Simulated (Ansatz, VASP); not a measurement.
**Hf: VASP beside Ansatz**

```
Hf
1.0
     3.10080    0.00000    0.00000
    -1.55040    2.68537    0.00000
     0.00000    0.00000    5.20953
Hf
2
Cartesian
  0.0000 1.7902 1.3024
  1.5504 0.8951 3.9072
```

Change from the starting cell: strain -0.030 along x and y, +0.030 along z, atoms carried along.

Alike in both runs: task single point; functional PBEsol; k mesh 18 × 18 × 10; occupations gaussian, width 0.15 eV; no spin polarisation.

|  | VASP | Ansatz |
| --- | --- | --- |
| version | VASP 6.6.1 | Ansatz 0.2.0 |
| potentials or method | VASP PAW PBE potentials, release 64 (Hf_pv), cutoff 520 eV | scalar-relativistic, plane waves, PAW |
| valence electrons in the cell | 20 | 52 |

|  | VASP | Ansatz | Ansatz less VASP |
| --- | --- | --- | --- |
| gap on the k mesh at the Fermi level (eV) | none | none | - |
| pressure (GPa) | -0.9 | -0.5 | +0.37 |
| traceless stress, the component that is largest in VASP (GPa) | -4.83 | -4.76 | +0.068 |

VASP's potentials were made for PBE, not for PBEsol. A gap of «none» marks a metal or a gap that the smearing closes. VASP's potentials hold 20 valence electrons a cell and Ansatz's 52, so a difference there can come from the potentials and not from the codes.

Neither program's run includes spin-orbit coupling.
